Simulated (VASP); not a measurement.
Set up this calculation in VASP 6.6.1, as the native input.

| Property | Result |
| --- | --- |
| Task | single point |
| Functional | r2SCAN |
| Potentials or basis | VASP PAW PBE potentials, release 64 (Sn_d) |
| Cutoff | 520 eV |
| k mesh | 14 × 14 × 14 |
| Occupations | gaussian, width 0.1 eV |
| Spin | no spin polarisation |
| Dipole correction | no |
| Further INCAR settings | ALGO = Normal; EDIFF = 1e-06; NBANDS = 21 |

The system is Sn.

```
Sn
1.0
    -2.92940    2.92940    1.60722
     2.92940   -2.92940    1.60722
     2.92940    2.92940   -1.60722
Sn
2
Direct
  0.75000 0.25000 0.50000
  0.00000 0.00000 0.00000
```

These files were run (other wordings do the same):

POSCAR

```
Sn
1.0
   -2.9293953978      2.9293953978      1.6072174162
    2.9293953978     -2.9293953978      1.6072174162
    2.9293953978      2.9293953978     -1.6072174162
Sn
2
Direct
    0.7500000000      0.2500000000      0.5000000000
    0.0000000000      0.0000000000      0.0000000000
```

INCAR.step1

```
SYSTEM = Sn
PREC = Accurate
ENCUT = 520
ISMEAR = 0
SIGMA = 0.1
LREAL = .FALSE.
LASPH = .TRUE.
NELM = 100
NBANDS = 21
GGA = PE
ALGO = Normal
EDIFF = 1E-4
LWAVE = .TRUE.
LCHARG = .FALSE.
```

INCAR.step2

```
SYSTEM = Sn
PREC = Accurate
ENCUT = 520
EDIFF = 1E-6
ISMEAR = 0
SIGMA = 0.1
LREAL = .FALSE.
LASPH = .TRUE.
NELM = 100
ALGO = Normal
ISIF = 2
LWAVE = .FALSE.
LCHARG = .FALSE.
METAGGA = R2SCAN
LMIXTAU = .TRUE.
NBANDS = 21
ISTART = 1
```

KPOINTS

```
regular mesh
0
G
  14 14 14
  0 0 0
```

Potentials or basis: VASP PAW PBE potentials, release 64 (Sn_d).

Run with:

```bash
$ cat potpaw_PBE.64/Sn_d/POTCAR > POTCAR
$ cp INCAR.step1 INCAR
$ mpirun -np 1 vasp_std > vasp.out
$ cp INCAR.step2 INCAR
$ mpirun -np 1 vasp_std > vasp.out
```

It gave:

```yaml
Pressure: 0.0 GPa
Band_gap_on_the_k_mesh: zero (bands 14 and 15 overlap by 4.18 eV)
```

Caveat: the PAW data sets were made with another functional, which shifts forces and pressure a little; spin-orbit coupling is left out, which moves the levels of the heavy elements.

Run time: 13 min on 1 thread of Intel(R) Xeon(R) Platinum 8488C (Sapphire Rapids), with other jobs on the host, peak memory 0.37 GiB.
